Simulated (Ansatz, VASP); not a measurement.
One calculation of AlN, two programs

Contents of INCAR:

```
SYSTEM = AlN
PREC     = Accurate       ! precision mode
ENCUT    = 520            ! plane-wave cutoff, eV
EDIFF    = 1E-6           ! SCF threshold, eV
ISMEAR   = 0              ! smearing method
SIGMA    = 0.05           ! smearing width, eV
LREAL    = .FALSE.        ! projectors in reciprocal space
LASPH    = .TRUE.         ! aspherical terms in the spheres
NELM     = 60             ! most SCF steps
ALGO     = Normal         ! electronic algorithm
ISIF     = 2              ! what is computed and relaxed
LWAVE    = .FALSE.        ! write WAVECAR
LCHARG   = .FALSE.        ! write CHGCAR
GGA      = PS             ! functional
NBANDS   = 16             ! bands
```

Contents of KPOINTS:

```
regular mesh
0
G
  9 9 6
  0 0 0
```

Contents of POSCAR:

```
AlN
1.0
    3.0967356410      0.0000000000      0.0000000000
   -1.5483678205      2.6818517339      0.0000000000
    0.0000000000      0.0000000000      4.1406452255
Al N
2 2
Direct
    0.3333333333      0.6666666667      0.7500000000
    0.6666666667      0.3333333333      0.2500000000
    0.3333333333      0.6666666667      0.2500000000
    0.6666666667      0.3333333333      0.7500000000
```

Input for Ansatz:

```yaml
crystal:
  lattice:
    - [3.096735641, 0.0, 0.0]
    - [-1.5483678205, 2.6818517339, 0.0]
    - [0.0, 0.0, 4.1406452255]
  atoms:
    - { symbol: Al, position: [0.3333333333, 0.6666666667, 0.75] }
    - { symbol: Al, position: [0.6666666667, 0.3333333333, 0.25] }
    - { symbol: "N", position: [0.3333333333, 0.6666666667, 0.25] }
    - { symbol: "N", position: [0.6666666667, 0.3333333333, 0.75] }
basis:
  ecutwfc: 520.0
kpoints:
  mp_grid: { grid: [9, 9, 6] }
hamiltonian:
  xc: pbesol
  pseudopotentials: { kind: paw, azcp: { folder: soft_1 } }
scf:
  occupations: { method: gaussian, width: 0.05 }
output:
  forces: true
  stress: true
  eigenvalues: true
```

Alike in both runs: task single point; functional PBEsol; k mesh 9 × 9 × 6; occupations gaussian, width 0.05 eV; no spin polarisation.

|  | VASP | Ansatz |
| --- | --- | --- |
| version | VASP 6.6.1 | Ansatz 0.2.0 |
| potentials or method | VASP PAW PBE potentials, release 64 (Al, N), cutoff 520 eV | scalar-relativistic, plane waves, PAW |
| valence electrons in the cell | 16 | 16 |

VASP gave:

```
gap on the k mesh at the Fermi level (eV) : 4.22
least direct gap on the mesh (eV)         : 4.22
```

Question: Estimate Ansatz's values.

Answer: gap on the k mesh at the Fermi level (eV): 4.20; least direct gap on the mesh (eV): 4.20.

VASP's potentials were made for PBE, not for PBEsol, and Ansatz warns of the same on its side.
